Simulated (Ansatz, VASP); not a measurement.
TiO2 in VASP and in Ansatz

File POSCAR:

```
TiO2
1.0
    0.0000000000      2.3556018291      2.3968272579
    2.3556018291      0.0000000000      2.3968272579
    2.3556018291      2.3556018291      0.0000000000
Ti O
1 2
Direct
    0.0000000000      0.0000000000      0.0000000000
    0.2500000000      0.2500000000      0.2500000000
    0.7500000000      0.7500000000      0.7500000000
```

The input INCAR.step1:

```
SYSTEM = TiO2
  PREC = Accurate
  ENCUT = 520
  ISMEAR = 0
  SIGMA = 0.01
  LREAL = .False.
  LASPH = .True.
  NELM = 60
  NBANDS = 19
  GGA = PE
  ALGO = Normal
  EDIFF = 1E-4
  LWAVE = .True.
  LCHARG = .False.
```

File INCAR.step2:

```
SYSTEM = TiO2
  PREC = Accurate
  ENCUT = 520
  EDIFF = 1E-6
  ISMEAR = 0
  SIGMA = 0.01
  LREAL = .False.
  LASPH = .True.
  NELM = 60
  ALGO = Normal
  ISIF = 2
  LWAVE = .False.
  LCHARG = .False.
  METAGGA = R2SCAN
  LMIXTAU = .True.
  NBANDS = 19
  ISTART = 1
```

Contents of KPOINTS:

```
regular mesh
0
Gamma
  10 10 10
  0 0 0
```

Input for Ansatz:

```yaml
crystal:
  lattice:
    - [0.0, 2.3556018291, 2.3968272579]
    - [2.3556018291, 0.0, 2.3968272579]
    - [2.3556018291, 2.3556018291, 0.0]
  atoms:
    - { symbol: Ti, position: [0.0, 0.0, 0.0] }
    - { symbol: O, position: [0.25, 0.25, 0.25] }
    - { symbol: O, position: [0.75, 0.75, 0.75] }
kpoints:
  mp_grid: { grid: [10, 10, 10] }
  band_path:
    path:
      - [0.0, 0.0, 0.0]
      - [0.5, 0.0, 0.5]
      - [0.625, 0.25, 0.625]
      - [0.375, 0.375, 0.75]
      - [0.5, 0.5, 0.5]
      - [0.5, 0.25, 0.75]
    npoints: 1
hamiltonian:
  xc: r2scan
scf:
  occupations: { method: fixed }
  n_extra_bands: 4
output:
  forces: true
  stress: true
  eigenvalues: true
```

Change from the starting cell: biaxial_xy strain -1.7%.

Alike in both runs: task single point; functional r2SCAN; k mesh 10 × 10 × 10; no spin polarisation.

|  | VASP | Ansatz |
| --- | --- | --- |
| version | VASP 6.6.1 | Ansatz 0.2.0 |
| potentials or method | VASP PAW PBE potentials, release 64 (Ti_sv, O) | plane waves, PAW |
| plane-wave cutoff (eV) | 520 | 500 |
| occupations | gaussian, width 0.01 eV | fixed |
| valence electrons in the cell | 24 | 24 |

VASP gave:

- gap on the k mesh at the Fermi level (eV): 1.46
- pressure (GPa): 12.1
- traceless stress, the component that is largest in VASP (GPa): -7.06

Q: What did Ansatz give for the same quantities?

A: gap on the k mesh at the Fermi level (eV): 1.42; pressure (GPa): 10.4; traceless stress, the component that is largest in VASP (GPa): -7.09.

VASP's potentials were made for PBE, not for r2SCAN.
